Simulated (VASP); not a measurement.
Here is a VASP 6.6.1 calculation.

File INCAR:

```
SYSTEM = Ta
PREC     = Accurate       ! precision mode
ENCUT    = 520            ! plane-wave cutoff, eV
EDIFF    = 1E-7           ! SCF threshold, eV
ISMEAR   = 0              ! smearing method
SIGMA    = 0.15           ! smearing width, eV
LREAL    = .FALSE.        ! projectors in reciprocal space
LASPH    = .TRUE.         ! aspherical terms in the spheres
NELM     = 80             ! most SCF steps
ALGO     = Fast           ! electronic algorithm
ISIF     = 2              ! what is computed and relaxed
LWAVE    = .FALSE.        ! write WAVECAR
LCHARG   = .FALSE.        ! write CHGCAR
GGA      = PE             ! functional
NBANDS   = 12             ! bands
```

KPOINTS

```
Automatic mesh
0
G
  22 22 22
  0 0 0
```

File POSCAR:

```
Ta
1.0
   -1.5130023529      1.5130023529      1.9669030588
    1.5130023529     -1.5130023529      1.9669030588
    1.5130023529      1.5130023529     -1.9669030588
Ta
1
Direct
    0.0000000000      0.0000000000      0.0000000000
```

Potentials or basis: VASP PAW PBE potentials, release 64 (Ta_pv).

Command:

```bash
$ cat potpaw_PBE.64/Ta_pv/POTCAR > POTCAR
$ mpirun -np 1 vasp_std > vasp.out
```

(1) Estimate the pressure.

## Answers

(1) 8.0 GPa.
